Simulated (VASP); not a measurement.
Set up this calculation in VASP 6.6.1, as the native input.

```
Task                   : single point
Functional             : BLYP
Potentials or basis    : VASP PAW PBE potentials, release 64 (Bi_d, Te)
Cutoff                 : 520 eV
k mesh                 : 7 × 7 × 7
Occupations            : fermi-dirac, width 0.05 eV
Spin                   : no spin polarisation
Dipole correction      : no
Further INCAR settings : ALGO = Normal; EDIFF = 1e-06; NBANDS = 32
```

The structure of Bi2Te3 lies in POSCAR:

```
Bi2Te3
1.0
    2.1782814357      1.2576313732     10.0974386602
   -2.1782814357      1.2576313732     10.0974386602
    0.0000000000     -2.5152627466     10.0974386602
Bi Te
2 3
Direct
    0.6000000000      0.6000000000      0.6000000000
    0.4000000000      0.4000000000      0.4000000000
    0.7905000000      0.7905000000      0.7905000000
    0.2095000000      0.2095000000      0.2095000000
    0.0000000000      0.0000000000      0.0000000000
```

These files were run (other wordings do the same):

INCAR

```
SYSTEM = Bi2Te3
PREC = Accurate
ENCUT = 520
EDIFF = 1E-6
ISMEAR = -1
SIGMA = 0.05
LREAL = .FALSE.
LASPH = .TRUE.
NELM = 80
ALGO = Normal
ISIF = 2
LWAVE = .FALSE.
LCHARG = .FALSE.
GGA = B5
ALDAX = 1.0
AGGAX = 1.0
AGGAC = 1.0
ALDAC = 0.0
NBANDS = 32
```

KPOINTS

```
Automatic mesh
0
G
  7 7 7
  0 0 0
```

Potentials or basis: VASP PAW PBE potentials, release 64 (Bi_d, Te).

Run with:

```console
$ cat potpaw_PBE.64/Bi_d/POTCAR potpaw_PBE.64/Te/POTCAR > POTCAR
$ mpirun -np 1 vasp_std > vasp.out
```

It gave:

```yaml
Pressure: 7.0 GPa
Largest_force: 0.201 eV/Å
Band_gap_on_the_k_mesh: 0.30 eV
```

Caveat: the cell stands under pressure; the PAW data sets were made with another functional, which shifts forces and pressure a little; spin-orbit coupling is left out, which moves the levels of the heavy elements.

Wall time 16 min on 1 thread of Intel(R) Xeon(R) Platinum 8488C (Sapphire Rapids), on a shared host, peak memory 0.99 GiB.
